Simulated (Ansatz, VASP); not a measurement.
## Two plane-wave programs on Na2S

```
CELL_PARAMETERS angstrom
0.00000 3.12586 3.12586
3.12586 0.00000 3.12586
3.12586 3.12586 0.00000
ATOMIC_POSITIONS crystal
Na 0.25000 0.25000 0.25000
Na 0.75000 0.75000 0.75000
S 0.00000 0.00000 0.00000
```

Change from the starting cell: hydrostatic strain -4.0%.

Alike in both runs: task single point; functional PBE; k mesh 8 × 8 × 8; occupations fermi-dirac, width 0.02 eV; no spin polarisation.

|  | VASP | Ansatz |
| --- | --- | --- |
| version | VASP 6.6.1 | Ansatz 0.2.0 |
| potentials or method | VASP PAW PBE potentials, release 64 (Na_pv, S) | plane waves, PAW |
| plane-wave cutoff (eV) | 500 | 420 |
| valence electrons in the cell | 20 | 24 |

```csv
,VASP,Ansatz,Ansatz less VASP
gap on the k mesh at the Fermi level (eV),2.96,2.97,+0.003
pressure (GPa),5.8,5.7,-0.03
```

VASP's potentials hold 20 valence electrons a cell and Ansatz's 24, so a difference there can come from the potentials and not from the codes.
